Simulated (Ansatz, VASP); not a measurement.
This is a calculation of RbBr for VASP 6.6.1.

Contents of POSCAR:

```
RbBr
1.0
    4.1260773000      0.0000000000      0.0000000000
    0.0000000000      4.1260773000      0.0000000000
    0.0000000000      0.0000000000      4.1260773000
Rb Br
1 1
Direct
    0.0000000000      0.0000000000      0.0000000000
    0.5000000000      0.5000000000      0.5000000000
```

File INCAR.step1:

```
PREC = Accurate
ENCUT = 520
EDIFF = 1E-5
ISMEAR = -1
SIGMA = 0.05
LREAL = F
LASPH = T
NELM = 80
ALGO = Normal
ISIF = 2
LWAVE = T
GGA = PE
NBANDS = 15
```

The input INCAR.step2:

```
PREC = Accurate
ENCUT = 520
EDIFF = 1E-6
ISMEAR = -1
SIGMA = 0.05
LREAL = F
LASPH = T
NELM = 80
ALGO = Normal
ISIF = 2
LWAVE = F
LCHARG = T
GGA = PE
LHFCALC = T
AEXX = 0.15
HFSCREEN = 0.2
PRECFOCK = Normal
LELF = T
LVHAR = T
ISTART = 1
NBANDS = 15
```

KPOINTS

```
regular mesh
0
Gamma
  4 4 4
```

Potentials or basis: VASP PAW PBE potentials, release 64 (Rb_sv, Br).

The run is started by

```sh
$ cat potpaw_PBE.64/Rb_sv/POTCAR potpaw_PBE.64/Br/POTCAR > POTCAR
$ cp INCAR.step1 INCAR
$ mpirun -np 1 vasp_std > vasp.out
$ cp INCAR.step2 INCAR
$ mpirun -np 1 vasp_std > vasp.out
```

Q: Set up the same calculation for Ansatz 0.2.0. Potentials there: all-electron PAW datasets made for the crystal.

A: As run (the cutoff follows the program's own potentials):

Contents of input.yaml:

```yaml
crystal:
  lattice:
    - [4.1260773, 0.0, 0.0]
    - [0.0, 4.1260773, 0.0]
    - [0.0, 0.0, 4.1260773]
  atoms:
    - { symbol: Rb, position: [0.0, 0.0, 0.0] }
    - { symbol: Br, position: [0.5, 0.5, 0.5] }
kpoints:
  mp_grid: { grid: [4, 4, 4] }
scf:
  occupations: { method: fermi_dirac, width: 0.05 }
hamiltonian:
  xc: { preset: hse06, exx: { coeff: 0.15, omega: 0.2 } }
  pseudopotentials: { kind: all_electron, datasets: crystal }
output:
  forces: true
  stress: true
```

Potentials or basis: all-electron PAW datasets made for the crystal.

Launch:

```sh
$ ansatz run input.yaml --threads 1 --pin off --max-ram 3072MiB --backend cpu --events-out ev --progress --plain --runs-dir out
```

Both were run:

|  | VASP | Ansatz | Ansatz less VASP |
| --- | --- | --- | --- |
| gap on the k mesh at the Fermi level (eV) | 4.80 | 4.80 | 0.000 |
| least direct gap on the mesh (eV) | 4.96 | 4.96 | -0.001 |
| pressure (GPa) | 0.6 | 0.6 | -0.02 |

VASP's potentials were made for PBE, not for PBE-based screened hybrid. Ansatz ran all-electron here, and VASP with PAW potentials.
